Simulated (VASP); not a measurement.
Write the native input for VASP 6.6.1 that does the following.

| Quantity | Value |
| --- | --- |
| Task | single point |
| Functional | LDA |
| Potentials or basis | VASP PAW LDA potentials, release 64 (Cs_sv, Te, O) |
| Cutoff | 520 eV |
| k mesh | 4 × 4 × 4 |
| Occupations | fermi-dirac, width 0.1 eV |
| Spin | no spin polarisation |
| Dipole correction | no |
| Further INCAR settings | ALGO = Normal; EDIFF = 1e-06; NBANDS = 24 |

The structure of CsTeO3 lies in POSCAR:

```
CsTeO3
1.0
    4.1314985992      0.0000000000      0.0000000000
    0.0000000000      4.1314985992      0.0000000000
    0.0000000000      0.0000000000      4.1314985992
Cs Te O
1 1 3
Direct
    0.0000000000      0.0000000000      0.0000000000
    0.5000000000      0.5000000000      0.5000000000
    0.5000000000      0.5000000000      0.0000000000
    0.0000000000      0.5000000000      0.5000000000
    0.5000000000      0.0000000000      0.5000000000
```

The input as run:

INCAR

```
SYSTEM = CsTeO3
ALGO     = Normal         ! electronic algorithm
EDIFF    = 1E-6           ! SCF threshold, eV
ENCUT    = 520            ! plane-wave cutoff, eV
ISIF     = 2              ! what is computed and relaxed
ISMEAR   = -1             ! smearing method
LASPH    = .TRUE.         ! aspherical terms in the spheres
LCHARG   = .FALSE.        ! write CHGCAR
LREAL    = .FALSE.        ! projectors in reciprocal space
LWAVE    = .FALSE.        ! write WAVECAR
NBANDS   = 24             ! bands
NELM     = 60             ! most SCF steps
PREC     = Accurate       ! precision mode
SIGMA    = 0.1            ! smearing width, eV
```

KPOINTS

```
k-points
0
G
  4 4 4
  0 0 0
```

Potentials or basis: VASP PAW LDA potentials, release 64 (Cs_sv, Te, O).

The run is started by

```bash
$ cat potpaw_LDA.64/Cs_sv/POTCAR potpaw_LDA.64/Te/POTCAR potpaw_LDA.64/O/POTCAR > POTCAR
$ mpirun -np 1 vasp_std > vasp.out
```

Results of the run:

```json
{
  "Pressure": "3.2 GPa",
  "Band gap on the k mesh": "zero (an odd number of electrons rules out a gap without spin polarisation)"
}
```

Caveat: the k points lie up to 0.38 Å⁻¹ apart, too coarse for converged energies and pressures of a metal; spin-orbit coupling is left out, which moves the levels of the heavy elements; an odd number of electrons without spin polarisation forces a metal; a magnetic or distorted state may lie lower.

It took 9.7 s on 1 thread of AMD EPYC 9R45 96-Core Processor (Zen 5), with other jobs on the host, peak memory 0.13 GiB.
